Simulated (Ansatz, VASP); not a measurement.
**One calculation of HfB, two programs**

Contents of INCAR:

```
  PREC = Accurate
  ENCUT = 520
  EDIFF = 1E-8
  ISMEAR = -1
  SIGMA = 0.05
  LREAL = F
  LASPH = T
  NELM = 60
  ALGO = Normal
  ISIF = 2
  LWAVE = F
  LCHARG = F
  LEFG = T
  NBANDS = 14
```

The input KPOINTS:

```
regular mesh
0
Gamma
  15 15 15
```

File POSCAR:

```
HfB
1.0
   -0.0462000000      2.2869000000      2.2869000000
    2.2869000000     -0.0462000000      2.2869000000
    2.2869000000      2.2869000000     -0.0462000000
Hf B
1 1
Direct
    0.5000000000      0.5000000000      0.5000000000
    0.0000000000      0.0000000000      0.0000000000
```

Input for Ansatz:

```yaml
crystal:
  lattice:
    - [-0.0462, 2.2869, 2.2869]
    - [2.2869, -0.0462, 2.2869]
    - [2.2869, 2.2869, -0.0462]
  atoms:
    - { symbol: Hf, position: [0.5, 0.5, 0.5] }
    - { symbol: B, position: [0.0, 0.0, 0.0] }
kpoints:
  mp_grid: { grid: [15, 15, 15] }
scf:
  occupations: { method: fermi_dirac, width: 0.05 }
hamiltonian:
  xc: lda
  pseudopotentials: { kind: all_electron, datasets: crystal }
output:
  forces: true
  stress: true
  eigenvalues: true
  efg: { contact_densities: true }
```

Change from the starting cell: equal xy, yz and zx shear strains of -2 %, crystal datasets.

Alike in both runs: task electric field gradients; functional LDA; k mesh 15 × 15 × 15; occupations fermi-dirac, width 0.05 eV; no spin polarisation.

|  | VASP | Ansatz |
| --- | --- | --- |
| version | VASP 6.6.1 | Ansatz 0.2.0 |
| potentials or method | VASP PAW LDA potentials, release 64 (Hf_pv, B), cutoff 520 eV | all-electron PAW with datasets made for the crystal, scalar-relativistic |

Ansatz gave:

```
pressure (GPa)                                                : 18.3
traceless stress, the component that is largest in VASP (GPa) : 1.26
size of Vzz on the site where it differs most (V/Å²)          : 15.8
```

**Question.** What did VASP give for the same quantities?

**Answer.** Pressure (GPa): 20.1; traceless stress, the component that is largest in VASP (GPa): 1.20; size of Vzz on the site where it differs most (V/Å²): 13.4.

LDA's correlation is that of Perdew and Zunger in VASP and of Perdew and Wang (1992) in Ansatz. Ansatz ran all-electron here, and VASP with PAW potentials.

Spin-orbit coupling is off throughout.
